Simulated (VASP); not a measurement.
Write the native input for VASP 6.6.1 that does the following.

```yaml
Task: electric field gradients
Functional: PBEsol
Potentials_or_basis: VASP PAW PBE potentials, release 64 (Ta_sv_GW, N)
Cutoff: 520 eV
k_mesh: 9 × 9 × 9
Occupations: fermi-dirac, width 0.02 eV
Spin: no spin polarisation
Dipole_correction: no
Second_run: valence_matched
Further_INCAR_settings: ALGO = Normal; EDIFF = 1e-08; NBANDS = 16
```

The structure of TaN lies in POSCAR:

```
TaN
1.0
   -0.0435800000      2.1572100000      2.1572100000
    2.1572100000     -0.0435800000      2.1572100000
    2.1572100000      2.1572100000     -0.0435800000
Ta N
1 1
Direct
    0.5000000000      0.5000000000      0.5000000000
    0.0000000000      0.0000000000      0.0000000000
```

This cell differs from its parent crystal: equal xy, yz and zx shear strains of -2 %.

These files were run (other wordings do the same):

INCAR

```
ALGO = Normal
EDIFF = 1E-8
ENCUT = 520
GGA = PS
GGA_COMPAT = False
ISIF = 2
ISMEAR = -1
LASPH = True
LCHARG = False
LEFG = True
LREAL = False
LWAVE = False
NBANDS = 16
NELM = 120
PREC = Accurate
SIGMA = 0.02
```

KPOINTS

```
k-points
0
Gamma
  9 9 9
```

Potentials or basis: VASP PAW PBE potentials, release 64 (Ta_sv_GW, N).

Run with:

```sh
$ cat potpaw_PBE.64/Ta_sv_GW/POTCAR potpaw_PBE.64/N/POTCAR > POTCAR
$ mpirun -np 1 vasp_std > vasp.out
```

It gave:

```yaml
Pressure: 4.3 GPa
Band_gap_on_the_k_mesh: zero (band 9 reaches 15.74 eV, above the bottom of band 10 at 11.70 eV)
```

Caveat: the cell differs from its parent crystal (equal xy, yz and zx shear strains of -2 %); without QUAD_EFG the Cq values of the log hold for a quadrupole moment of 1 mb, not for the nuclei; the PAW data sets were made with another functional, which shifts forces and pressure a little; spin-orbit coupling is left out, which moves the levels of the heavy elements.

Wall time 14 s on 1 thread of Intel(R) Xeon(R) 6975P-C (Granite Rapids), on a shared host, peak memory 0.16 GiB.
